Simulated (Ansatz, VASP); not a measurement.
Two plane-wave programs on HfN

File INCAR:

```
SYSTEM = HfN
PREC = Accurate ; ENCUT = 600
EDIFF = 1E-6 ; ISMEAR = -1
SIGMA = 0.1 ; LREAL = .FALSE.
LASPH = .TRUE. ; NELM = 100
ALGO = Normal ; ISIF = 3
LWAVE = .FALSE. ; LCHARG = .FALSE.
GGA = B5 ; ALDAX = 1.0
AGGAX = 1.0 ; AGGAC = 1.0
ALDAC = 0.0 ; IVDW = 12
VDW_S6 = 1.0 ; VDW_S8 = 2.6996
VDW_A1 = 0.4298 ; VDW_A2 = 4.2359
IBRION = 2 ; NSW = 60
EDIFFG = -0.01
```

Contents of KPOINTS:

```
Automatic mesh
0
G
  9 9 5
  0 0 0
```

Contents of POSCAR:

```
HfN
1.0
    3.1339080000      0.0000000000      0.0000000000
   -1.5669540000      2.7140440000      0.0000000000
    0.0000000000      0.0000000000      5.4167680000
Hf N
2 2
Direct
    0.6666666667      0.3333333333      0.7500000000
    0.3333333333      0.6666666667      0.2500000000
    0.0000000000      0.0000000000      0.0000000000
    0.0000000000      0.0000000000      0.5000000000
```

Input for Ansatz:

```yaml
crystal:
  lattice:
    - [3.133908, 0.0, 0.0]
    - [-1.566954, 2.714044, 0.0]
    - [0.0, 0.0, 5.416768]
  atoms:
    - { symbol: Hf, position: [0.6666666666666666, 0.3333333333333333, 0.75] }
    - { symbol: Hf, position: [0.3333333333333333, 0.6666666666666666, 0.25] }
    - { symbol: "N", position: [0.0, 0.0, 0.0] }
    - { symbol: "N", position: [0.0, 0.0, 0.5] }
kpoints:
  mp_grid:
    grid: [9, 9, 5]
hamiltonian:
  xc: blyp
  dispersion: d3bj
scf:
  convergence:
    dr2_threshold: 1.0e-09
  occupations:
    method: fermi_dirac
relax:
  f_tol: 0.01
  max_steps: 40
  cell: {}
```

Alike in both runs: task relaxation of cell and atoms; functional BLYP; dispersion D3(BJ); k mesh 9 × 9 × 5; no spin polarisation.

|  | VASP | Ansatz |
| --- | --- | --- |
| version | VASP 6.6.1 | Ansatz 0.2.0 |
| potentials or method | VASP PAW PBE potentials, release 64 (Hf_pv, N) | plane waves, PAW |
| plane-wave cutoff (eV) | 600 | 420 |
| occupations | fermi-dirac, width 0.1 eV | fermi-dirac |
| valence electrons in the cell | 30 | 62 |

|  | VASP | Ansatz | Ansatz less VASP |
| --- | --- | --- | --- |
| relaxed volume (Å³/atom) | 11.51 | 11.57 | +0.066 |
| relaxed cell length with the largest relative difference (Å) | 3.127 | 3.133 | +0.0060 |

VASP's potentials were made for PBE, not for BLYP. VASP's potentials hold 30 valence electrons a cell and Ansatz's 62, so a difference there can come from the potentials and not from the codes. Ansatz's warnings: stress scf threshold loose.

Neither program's run includes spin-orbit coupling.
